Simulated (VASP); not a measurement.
Runs of VASP 6.6.1 on WC. The structure is that of space group Fm-3m (No. 225), or close to it. The cells are those of the table. 

```csv
cell,gap on the mesh (eV),pressure (GPa)
"a = 3.073, b = 3.088, c = 3.088 Å, angles 59.7, 60.2, 60.2°, 2 atoms",none,-2.6
"a = 3.073, b = 3.042, c = 3.042 Å, angles 60.7, 59.7, 59.7°, 2 atoms",none,9.8
"a = 3.073, b = 3.012, c = 3.012 Å, angles 61.3, 59.3, 59.3°, 2 atoms",none,20.3
"a = 3.073, b = 3.119, c = 3.119 Å, angles 59.0, 60.5, 60.5°, 2 atoms",none,(a)
```

Alike in all rows: task single point; level PBEsol; potentials or basis VASP PAW PBE potentials, release 64 (W_sv, C); no spin polarisation; k mesh 24 × 24 × 24; cutoff (eV) 520; smearing gaussian 0.15 eV.

Problem. Fill in the values left out.

Solution. (a) -9.1.

Caveats: the PAW data sets were made with another functional, which shifts forces and pressure a little; spin-orbit coupling is left out, which moves the levels of the heavy elements; the cell stands under pressure (at least some runs); the cell stands under tension (at least some runs).

A k mesh can miss the band edges, and the runs leave out spin-orbit coupling on W.

A gap of «none» marks levels without a gap at the run's occupations.
